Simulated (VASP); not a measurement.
Input of a VASP 6.6.1 run:

INCAR

```
SYSTEM = Mg9O8
ALGO = Normal
EDIFF = 1E-6
ENCUT = 520
GGA = CA
ISIF = 2
ISMEAR = -1
LASPH = .True.
LCHARG = .False.
LREAL = Auto
LWAVE = .False.
NBANDS = 47
NELM = 100
PREC = Accurate
SIGMA = 0.02
```

Contents of KPOINTS:

```
k-points
0
Gamma
  2 2 2
  0 0 0
```

The input POSCAR:

```
Mg9O8
1.0
    0.0000000000      4.3100000000      4.3100000000
    4.3100000000      0.0000000000      4.3100000000
    4.3100000000      4.3100000000      0.0000000000
Mg O
9 8
Direct
    0.0594904191      0.0595205598      0.0594349169
   -0.0050776242     -0.0051907041      0.4893406035
   -0.0049469421      0.4892170486     -0.0049148422
   -0.0074746129      0.4931443867      0.4935114767
    0.4893340663     -0.0051504888     -0.0050149622
    0.4933327399     -0.0075262672      0.4934671710
    0.4933419478      0.4931233120     -0.0074103041
    0.4928211670      0.4927147800      0.4928135549
   -0.0789748425     -0.0790167938      0.9209394038
    0.2403716482      0.2402146186      0.2404532436
    0.2617543658      0.2615570451      0.7359546779
    0.2616808712      0.7358481697      0.2616071839
    0.2526577511      0.7229842049      0.7234185220
    0.7359395052      0.2615600433      0.2617079043
    0.7231019601      0.2524676301      0.7233403149
    0.7233498939      0.7231447164      0.2527158812
    0.7480111261      0.7478667289      0.7480391938
```

Potentials or basis: VASP PAW LDA potentials, release 64 (Mg, O).

Launch:

```bash
$ cat potpaw_LDA.64/Mg/POTCAR potpaw_LDA.64/O/POTCAR > POTCAR
$ mpirun -np 1 vasp_std > vasp.out
```

**Question.** What does it give for the largest force?

**Answer.** 0.122 eV/Å.

**Question.** What does it give for the band gap on the k mesh?

**Answer.** 0.30 eV.

**Question.** Estimate the pressure.

**Answer.** 15.3 GPa.

Forces on the atoms (eV/Å):
```
Mg  -0.071 -0.068 -0.072
Mg   0.000  0.003  0.001
Mg   0.001 -0.002 -0.001
Mg   0.001  0.001  0.002
Mg   0.000  0.004 -0.001
Mg  -0.001  0.000 -0.001
Mg   0.003  0.003  0.004
Mg  -0.001 -0.004  0.000
Mg   0.064  0.066  0.061
O    0.010  0.009  0.008
O   -0.012 -0.014  0.053
O   -0.010  0.053 -0.013
O   -0.049  0.007  0.011
O    0.053 -0.011 -0.013
O    0.009 -0.050  0.013
O    0.009  0.008 -0.050
O   -0.005 -0.004 -0.004
```

Caveat: the k points lie up to 0.63 Å⁻¹ apart.
